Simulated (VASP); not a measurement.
# WAu: single point with PBE

Crystal: WAu.

```
W Au
1.0
     0.00000    2.74798    2.74798
     2.74798    0.00000    2.74798
     2.74798    2.74798    0.00000
W Au
1 1
Direct
  0.00000 0.00000 0.00000
  0.75000 0.75000 0.75000
```

```
Program                : VASP 6.6.1
Task                   : single point
Functional             : PBE
Potentials or basis    : VASP PAW PBE potentials, release 64 (W_sv, Au)
Cutoff                 : 520 eV
k mesh                 : 8 × 8 × 8
Occupations            : gaussian, width 0.028 eV
Spin                   : no spin polarisation
Dipole correction      : no
Further INCAR settings : ALGO = Fast; EDIFF = 1e-07; NBANDS = 20
```

```
Pressure : 33.1 GPa
```

Levels at points of the mesh, in eV from the Fermi level:
| k point | band 10 | band 11 | band 12 | band 13 | band 14 | band 15 | band 16 | band 17 |
| --- | --- | --- | --- | --- | --- | --- | --- | --- |
| (0.00, 0.00, 0.00) | -6.29 | -0.82 | -0.82 | -0.82 | 2.17 | 2.17 | 9.24 | 11.81 |
| (0.50, 0.00, 0.00) | -5.55 | -2.17 | -0.18 | -0.18 | 1.86 | 1.86 | 2.65 | 8.89 |
| (0.50, 0.50, 0.00) | -4.19 | -3.16 | 0.42 | 1.51 | 2.02 | 2.02 | 3.71 | 3.77 |

Run time: 82 s on 1 thread of Intel Xeon 6975P-C, on a shared host, peak memory 0.18 GiB.

Caveat: spin-orbit coupling is left out, which moves the levels of the heavy elements.
